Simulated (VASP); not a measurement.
# ZrO2 (P4_2/nmc) in VASP: a series of runs

ZrO2 is run at these levels: PBE; tasks: vibrations by perturbation theory.

All numbers are computed with VASP 6.6.1; they aren't measurements. Logs are shortened: lines on timing, memory, paths and dates and some standing lists are left out, and cuts for length are marked.

## (1) The cell of the first run

Symmetry: P4_2/nmc, No. 137, tetragonal system. The conventional cell has a = 3.621 Å, b = 3.621 Å, c = 5.282 Å, α = 90.00°, β = 90.00°, γ = 90.00°. Zr (site symmetry -4m2) has 8 O at 2.08 to 2.43 Å within 2.8 Å. Within 2.8 Å of O (site symmetry 2mm) lie 4 Zr at 2.08 to 2.43 Å and 6 O at 2.63 to 2.64 Å.

## (2) Vibrations by perturbation theory, PBE

Contents of INCAR:

```
PREC = Accurate
ENCUT = 600
EDIFF = 1E-8
ISMEAR = 0
SIGMA = 0.05
LREAL = False
LASPH = True
NELM = 120
ALGO = Normal
ISIF = 2
LWAVE = False
LCHARG = True
GGA = PE
NBANDS = 33
IBRION = 8
NSW = 1
GGA_COMPAT = False
```

Contents of KPOINTS:

```
regular mesh
0
Gamma
  6 6 4
```

Contents of POSCAR:

```
ZrO2
1.0
    3.6210708603      0.0000000000      0.0000000000
    0.0000000000      3.6210708603      0.0000000000
    0.0000000000      0.0000000000      5.2824584807
Zr O
2 4
Direct
    0.0000000000      0.0000000000      0.0000000000
    0.5000000000      0.5000000000      0.5000000000
    0.0000000000      0.5000000000      0.1927881322
    0.0000000000      0.5000000000      0.6927881322
    0.5000000000      0.0000000000      0.3072118678
    0.5000000000      0.0000000000      0.8072118678
```

Potentials or basis: VASP PAW PBE potentials, release 64 (Zr_sv, O).

Started as:

```sh
$ cat potpaw_PBE.64/Zr_sv/POTCAR potpaw_PBE.64/O/POTCAR > POTCAR
$ mpirun -np 1 vasp_std > vasp.out
```

OUTCAR:

```text
PREC = Accurate
   ENCUT = 600
   EDIFF = 1E-8
   ISMEAR = 0
   LREAL = False
   LASPH = True
   NELM = 120
   ISIF = 2
   GGA = PE
   IBRION = 8
   NSW = 1

 ion  position               nearest neighbor table
   1  0.000  0.000  0.000-   3 2.08   6 2.08   3 2.08   6 2.08   5 2.43   4 2.43   5 2.43   4 2.43
                             2 3.68   2 3.68   2 3.68   2 3.68   2 3.68   2 3.68   2 3.68   2 3.68
   2  0.500  0.500  0.500-   4 2.08   5 2.08   5 2.08   4 2.08   3 2.43   6 2.43   3 2.43   6 2.43
                             1 3.68   1 3.68   1 3.68   1 3.68   1 3.68   1 3.68   1 3.68   1 3.68
   3  0.000  0.500  0.193-   1 2.08   1 2.08   2 2.43   2 2.43
   4  0.000  0.500  0.693-   2 2.08   2 2.08   1 2.43   1 2.43
   5  0.500  0.000  0.307-   2 2.08   2 2.08   1 2.43   1 2.43
   6  0.500  0.000  0.807-   1 2.08   1 2.08   2 2.43   2 2.43

  LATTYP: Found a simple tetragonal cell.
 ALAT       =     3.6210708603
 C/A-ratio  =     1.4588111320

  Lattice vectors:

 A1 = (   3.6210708603,   0.0000000000,   0.0000000000)
 A2 = (   0.0000000000,   3.6210708603,   0.0000000000)
 A3 = (   0.0000000000,   0.0000000000,   5.2824584807)

Analysis of symmetry for initial positions (statically):
=====================================================================
 Subroutine PRICEL returns:
 Original cell was already a primitive cell.

 Routine SETGRP: Setting up the symmetry group for a
 simple tetragonal supercell.

 Subroutine GETGRP returns: Found 16 space group operations
 (whereof  8 operations were pure point group operations)
 out of a pool of 16 trial point group operations.

The static configuration has the point symmetry D_2d.
 The point group associated with its full space group is D_4h.

Analysis of symmetry for dynamics (positions and initial velocities):
=====================================================================
 Subroutine PRICEL returns:
 Original cell was already a primitive cell.

 Routine SETGRP: Setting up the symmetry group for a
 simple tetragonal supercell.

 Subroutine GETGRP returns: Found 16 space group operations
 (whereof  8 operations were pure point group operations)
 out of a pool of 16 trial point group operations.

The dynamic configuration has the point symmetry D_2d.
 The point group associated with its full space group is D_4h.

 Subroutine INISYM returns: Found 16 space group operations
 (whereof  8 operations are pure point group operations),
[... 1047 lines left out ...]
 POSITION                                       TOTAL-FORCE (eV/Angst)
 -----------------------------------------------------------------------------------
      0.00000      0.00000      0.00000         0.000000      0.000000      0.000000
      1.81054      1.81054      2.64123         0.000000     -0.000000      0.000000
      0.00000      1.81054      1.01840        -0.000000      0.000000      0.020544
      0.00000      1.81054      3.65962        -0.000000      0.000000      0.020544
      1.81054      0.00000      1.62283         0.000000      0.000000     -0.020544
      1.81054      0.00000      4.26406         0.000000      0.000000     -0.020544
 -----------------------------------------------------------------------------------
    total drift:                                0.000000     -0.000000      0.000000

  FREE ENERGIE OF THE ION-ELECTRON SYSTEM (eV)
  ---------------------------------------------------
  free  energy   TOTEN  =       -57.3505494270 eV

  energy  without entropy=      -57.3505494270  energy(sigma->0) =      -57.35054943

[... ionic steps 2 to 9 ...]

--------------------------------------- Ionic step       10  -------------------------------------------

------------------------ aborting loop because EDIFF is reached ----------------------------------------

--------------------------------------- Ionic step       11  -------------------------------------------

------------------------ aborting loop because EDIFF is reached ----------------------------------------

--------------------------------------- Ionic step       12  -------------------------------------------

 Free energy of the ion-electron system (eV)
  ---------------------------------------------------
  ---------------------------------------------------
  free energy    TOTEN  =        -0.37831838 eV

  energy without entropy =       -0.37831838

------------------------ aborting loop because EDIFF is reached ----------------------------------------

 INTERNAL STRAIN TENSOR  FOR ION    3  DIRECTION 3   (eV/Angst):
 -----------------------------------------------------------------------------
     2.53266  0.00000  0.00000
     0.00000-10.66291  0.00000
     0.00000  0.00000 -8.76986

 INTERNAL STRAIN TENSOR FOR ION    6 for displacements in x,y,z  (eV/Angst):
          X           Y           Z          XY          YZ          ZX
  --------------------------------------------------------------------------------
  x     0.00000     0.00000     0.00000     0.00000     0.00000     7.13840
  y     0.00000     0.00000     0.00000     0.00000    -1.74136     0.00000
  z    10.66291    -2.53266     8.76986     0.00000     0.00000     0.00000

 SECOND DERIVATIVES (NOT SYMMETRIZED)
 ------------------------------------
               1X          1Y          1Z          2X          2Y          2Z          3X          3Y          3Z          4X          4Y          4Z          5X          5Y          5Z          6X          6Y          6Z
  1X    -8.237423    0.000000    0.000000    0.421491    0.000000    0.000000    1.308622    0.000000    0.000000    0.708441    0.000000    0.000000   -1.960719    0.000000    0.000000    7.759588    0.000000    0.000000
  1Y     0.000000   -8.237423    0.000000    0.000000    0.421491    0.000000    0.000000    7.759588    0.000000    0.000000   -1.960719    0.000000    0.000000    0.708441    0.000000    0.000000    1.308622    0.000000
  1Z     0.000000    0.000000  -22.586916    0.000000    0.000000   13.464607    0.000000    0.000000    6.259126    0.000000    0.000000   -1.697971    0.000000    0.000000   -1.697971    0.000000    0.000000    6.259126
  2X     0.421491    0.000000    0.000000   -8.237423    0.000000    0.000000   -1.960719    0.000000    0.000000    7.759588    0.000000    0.000000    1.308622    0.000000    0.000000    0.708441    0.000000    0.000000
  2Y     0.000000    0.421491    0.000000    0.000000   -8.237423    0.000000    0.000000    0.708441    0.000000    0.000000    1.308622    0.000000    0.000000    7.759588    0.000000    0.000000   -1.960719    0.000000
  2Z     0.000000    0.000000   13.464607    0.000000    0.000000  -22.586916    0.000000    0.000000   -1.697971    0.000000    0.000000    6.259126    0.000000    0.000000    6.259126    0.000000    0.000000   -1.697971
  3X     1.297471    0.000000    0.000000   -1.969153    0.000000    0.000000   -5.057293    0.000000    0.000000    0.631514    0.000000    0.000000    4.690357    0.000000    0.000000    0.407104    0.000000    0.000000
  3Y     0.000000    7.755446    0.000000    0.000000    0.699972    0.000000    0.000000  -15.945113    0.000000    0.000000    0.625436    0.000000    0.000000    6.458607    0.000000    0.000000    0.405651    0.000000
  3Z     0.000000    0.000000    6.260362    0.000000    0.000000   -1.702987    0.000000    0.000000  -12.466855    0.000000    0.000000    7.489135    0.000000    0.000000   -0.931005    0.000000    0.000000    1.351350
  4X     0.699972    0.000000    0.000000    7.755446    0.000000    0.000000    0.625436    0.000000    0.000000  -15.945113    0.000000    0.000000    0.405651    0.000000    0.000000    6.458607    0.000000    0.000000
  4Y     0.000000   -1.969153    0.000000    0.000000    1.297471    0.000000    0.000000    0.631514    0.000000    0.000000   -5.057293    0.000000    0.000000    0.407104    0.000000    0.000000    4.690357    0.000000
  4Z     0.000000    0.000000   -1.702987    0.000000    0.000000    6.260362    0.000000    0.000000    7.489135    0.000000    0.000000  -12.466855    0.000000    0.000000    1.351350    0.000000    0.000000   -0.931005
  5X    -1.969153    0.000000    0.000000    1.297471    0.000000    0.000000    4.690357    0.000000    0.000000    0.407104    0.000000    0.000000   -5.057293    0.000000    0.000000    0.631514    0.000000    0.000000
  5Y     0.000000    0.699972    0.000000    0.000000    7.755446    0.000000    0.000000    6.458607    0.000000    0.000000    0.405651    0.000000    0.000000  -15.945113    0.000000    0.000000    0.625436    0.000000
  5Z     0.000000    0.000000   -1.702987    0.000000    0.000000    6.260362    0.000000    0.000000   -0.931005    0.000000    0.000000    1.351350    0.000000    0.000000  -12.466855    0.000000    0.000000    7.489135
  6X     7.755446    0.000000    0.000000    0.699972    0.000000    0.000000    0.405651    0.000000    0.000000    6.458607    0.000000    0.000000    0.625436    0.000000    0.000000  -15.945113    0.000000    0.000000
  6Y     0.000000    1.297471    0.000000    0.000000   -1.969153    0.000000    0.000000    0.407104    0.000000    0.000000    4.690357    0.000000    0.000000    0.631514    0.000000    0.000000   -5.057293    0.000000
  6Z     0.000000    0.000000    6.260362    0.000000    0.000000   -1.702987    0.000000    0.000000    1.351350    0.000000    0.000000   -0.931005    0.000000    0.000000    7.489135    0.000000    0.000000  -12.466855

 Eigenvectors and eigenvalues of the dynamical matrix
 ----------------------------------------------------

   1 f  =   18.672753 THz   117.324365 2PiTHz  622.855986 cm-1    77.224265 meV
             X         Y         Z           dx          dy          dz
      0.000000  0.000000  0.000000    -0.005264   -0.098309   -0.000000
      1.810535  1.810535  2.641229     0.005264    0.098309   -0.000000
      0.000000  1.810535  1.018395     0.001186    0.698867   -0.000000
      0.000000  1.810535  3.659625    -0.037418   -0.022156    0.000000
      1.810535  0.000000  1.622834    -0.001186   -0.698867   -0.000000
      1.810535  0.000000  4.264063     0.037418    0.022156    0.000000
[... 145 lines left out ...]
  18 f/i=    0.020349 THz     0.127859 2PiTHz    0.678783 cm-1     0.084158 meV
             X         Y         Z           dx          dy          dz
      0.000000  0.000000  0.000000     0.601425    0.073153   -0.000000
      1.810535  1.810535  2.641229     0.601425    0.073153   -0.000000
      0.000000  1.810535  1.018395     0.258910    0.030762   -0.000000
      0.000000  1.810535  3.659625     0.252910    0.031492   -0.000000
      1.810535  0.000000  1.622834     0.258910    0.030762   -0.000000
      1.810535  0.000000  4.264063     0.252910    0.031492   -0.000000

--------------------------------------------------------------------------------------------------------

 ELASTIC MODULI CONTR FROM IONIC RELAXATION (kBar)
 Direction    XX          YY          ZZ          XY          YZ          ZX
 --------------------------------------------------------------------------------
 XX        -809.9655    243.4660   -611.0670      0.0000     -0.0000     -0.0000
 YY         243.4660   -809.9655   -611.0670      0.0000     -0.0000      0.0000
 ZZ        -611.0670   -611.0670  -1318.2816      0.0000     -0.0000     -0.0000
 XY           0.0000      0.0000      0.0000      0.0000      0.0000      0.0000
 YZ          -0.0000     -0.0000     -0.0000      0.0000   -795.2975     -0.0000
 ZX          -0.0000      0.0000     -0.0000      0.0000     -0.0000   -794.4711
 --------------------------------------------------------------------------------
```

It took 40 min on 1 thread of Intel Xeon 6975P-C (Granite Rapids), shared host; peak memory 0.44 GiB.

What came out:

```yaml
Highest_phonon_frequency_at_Γ_LO-TO_splitting_left_out: 623 cm⁻¹
```

Phonon frequencies in cm⁻¹ (negative: imaginary):
```csv
q point,frequencies
"(0.000, 0.000, 0.000)",-1 -1 0 71 71 124 124 280 303 323 411 411 431 431 574 615 623 623
```

## (3) Vibrations by perturbation theory, PBE

This run uses another cell than the first one, of 11.10 Å³/atom.

Contents of INCAR:

```
PREC     = Accurate       # precision mode
ENCUT    = 600            # plane-wave cutoff, eV
EDIFF    = 1E-8           # SCF threshold, eV
ISMEAR   = 0              # smearing method
SIGMA    = 0.01           # smearing width, eV
LREAL    = False          # projectors in reciprocal space
LASPH    = True           # aspherical terms in the spheres
NELM     = 120            # most SCF steps
ALGO     = Normal         # electronic algorithm
ISIF     = 2              # what is computed and relaxed
LWAVE    = False          # write WAVECAR
LCHARG   = True           # write CHGCAR
GGA      = PE             # functional
IBRION   = 8              # ionic algorithm
NSW      = 1              # ionic steps
LEPSILON = True           # dielectric tensor by DFPT
GGA_COMPAT= False
```

Contents of KPOINTS:

```
regular mesh
0
Gamma
  6 6 6
```

Contents of POSCAR:

```
ZrO2
1.0
    3.5858644711      0.0000000000      0.0000000000
    0.0000000000      3.5858644711      0.0000000000
    0.0000000000      0.0000000000      5.1775495480
Zr O
2 4
Direct
    0.0000000000      0.0000000000      0.0000000000
    0.5000000000      0.5000000000      0.5000000000
    0.0000000000      0.5000000000      0.2019983766
    0.0000000000      0.5000000000      0.7019983766
    0.5000000000      0.0000000000      0.2980016234
    0.5000000000      0.0000000000      0.7980016234
```

Potentials or basis: VASP PAW PBE potentials, release 64 (Zr_sv, O).

Started as:

```sh
$ cat potpaw_PBE.64/Zr_sv/POTCAR potpaw_PBE.64/O/POTCAR > POTCAR
$ mpirun -np 1 vasp_std > vasp.out
```

OUTCAR:

```text
PREC = Accurate
   ENCUT = 600
   EDIFF = 1E-8
   ISMEAR = 0
   LREAL = False
   LASPH = True
   NELM = 120
   ISIF = 2
   GGA = PE
   IBRION = 8
   NSW = 1
   LEPSILON = True

 ion  position               nearest neighbor table
   1  0.000  0.000  0.000-   3 2.08   6 2.08   3 2.08   6 2.08   5 2.37   4 2.37   5 2.37   4 2.37
                             2 3.62   2 3.62   2 3.62   2 3.62   2 3.62   2 3.62   2 3.62   2 3.62
   2  0.500  0.500  0.500-   4 2.08   5 2.08   5 2.08   4 2.08   3 2.37   6 2.37   3 2.37   6 2.37
                             1 3.62   1 3.62   1 3.62   1 3.62   1 3.62   1 3.62   1 3.62   1 3.62
[... 1283 lines left out ...]
      1.792932  0.000000  1.542918    -0.111507    0.229221    0.000000
      1.792932  0.000000  4.131693    -0.110944    0.230384    0.000000

--------------------------------------------------------------------------------------------------------

 MACROSCOPIC STATIC DIELECTRIC TENSOR IONIC CONTRIBUTION
 ------------------------------------------------------
          55.781778    -0.000000     0.000000
          -0.000000    55.781778     0.000000
           0.000000     0.000000    13.823110
 ------------------------------------------------------

 ELASTIC MODULI CONTR FROM IONIC RELAXATION (kBar)
 Direction    XX          YY          ZZ          XY          YZ          ZX
 --------------------------------------------------------------------------------
 XX        -745.8734    252.4995   -562.4621      0.0000     -0.0000      0.0000
 YY         252.4995   -745.8734   -562.4621      0.0000      0.0000     -0.0000
 ZZ        -562.4621   -562.4621  -1282.4496      0.0000      0.0000      0.0000
 XY           0.0000      0.0000      0.0000      0.0000      0.0000      0.0000
 YZ          -0.0000      0.0000      0.0000      0.0000   -656.8889      0.0000
 ZX           0.0000     -0.0000      0.0000      0.0000      0.0000   -661.9304
 --------------------------------------------------------------------------------

 PIEZOELECTRIC TENSOR IONIC CONTR  for field in x, y, z        (C/m^2)
          XX          YY          ZZ          XY          YZ          ZX
  --------------------------------------------------------------------------------
  x    -0.00000    -0.00000    -0.00000     0.00000     0.00000    -0.00000
  y    -0.00000     0.00000    -0.00000     0.00000    -0.00000    -0.00000
  z    -0.00000    -0.00000    -0.00000     0.00000    -0.00000    -0.00000
```

stdout:

```text
POSCAR found type information on POSCAR ZrO
 POSCAR found :  2 types and       6 ions
 scaLAPACK will be used
 LDA part: xc-table for (Slater+PW92), standard interpolation
 POSCAR, INCAR and KPOINTS ok, starting setup
 FFT: planning ... GRIDC
 FFT: planning ... GRID_SOFT
 FFT: planning ... GRID
 WAVECAR not read
[... 36 lines left out ...]
 first order change of Fermi-energy   0.25189E-04
 force on displaced ion       3 direction 1 :  -6.284   0.000   0.002
 Born effective charge ion    3 direction 1 :  -2.128   0.000   0.000
 Linear response progress:
 first order change of Fermi-energy  -0.50528E-04
 force on displaced ion       3 direction 2 :   0.000 -17.084  -0.001
 Born effective charge ion    3 direction 2 :   0.000  -3.642   0.000
 Linear response progress:
 first order change of Fermi-energy  -0.12281E+01
 force on displaced ion       3 direction 3 :   0.000   0.000 -13.462
 Born effective charge ion    3 direction 3 :   0.000   0.000  -2.493
 Born effective charges drift removed
 Linear response finished
```

Wall time 71 min (1 thread of Oxide Virtual Turin-like, shared host); peak memory 0.55 GiB.

Results:

* Electronic dielectric tensor (diagonal): 5.72, 5.72, 5.13
* Born charges (mean of the diagonal): Zr +5.51; O -2.75 e
* Highest phonon frequency at Γ, LO-TO splitting left out: 650 cm⁻¹

Phonon frequencies in cm⁻¹ (negative: imaginary):
```csv
q point,frequencies
"(0.000, 0.000, 0.000)",0 0 0 121 121 139 139 282 311 335 442 442 447 447 593 646 646 650
```

Electronic dielectric tensor:
```
5.72 0.00 0.00
0.00 5.72 0.00
0.00 0.00 5.13
```

Born effective charge tensors (e):
atom 1, Zr
```
5.77 0.00 0.00
0.00 5.77 0.00
0.00 0.00 4.98
```
atom 2, Zr
```
5.77 0.00 0.00
0.00 5.77 0.00
0.00 0.00 4.98
```
atom 3, O
```
-2.13  0.00  0.00
 0.00 -3.64  0.00
 0.00  0.00 -2.49
```
atom 4, O
```
-3.64  0.00  0.00
 0.00 -2.13  0.00
 0.00  0.00 -2.49
```
atom 5, O
```
-2.13  0.00  0.00
 0.00 -3.64  0.00
 0.00  0.00 -2.49
```
atom 6, O
```
-3.64  0.00  0.00
 0.00 -2.13  0.00
 0.00  0.00 -2.49
```

Caveat: the cell stands under pressure or tension, which shifts response properties.
